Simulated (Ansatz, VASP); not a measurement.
**KI in VASP and in Ansatz**

```
I K
1.0
     4.29120    0.00000    0.00000
     0.00000    4.29120    0.00000
     0.00000    0.00000    4.29120
I K
1 1
Direct
  0.50000 0.50000 0.50000
  0.00000 0.00000 0.00000
```

Alike in both runs: task single point; functional PBE; k mesh 6 × 6 × 6; occupations gaussian, width 0.05 eV; no spin polarisation.

```csv
,VASP,Ansatz
version,VASP 6.6.1,Ansatz 0.2.0
potentials or method,"VASP PAW PBE potentials, release 64 (I, K_sv), cutoff 520 eV","all-electron LAPW, scalar-relativistic"
```

```csv
,VASP,Ansatz,Ansatz less VASP
gap on the k mesh at the Fermi level (eV),3.33,3.33,+0.003
least direct gap on the mesh (eV),3.69,3.69,+0.002
pressure (GPa),0.5,0.5,-0.02
```

Ansatz ran all-electron here, and VASP with PAW potentials.

Neither program's run includes spin-orbit coupling.
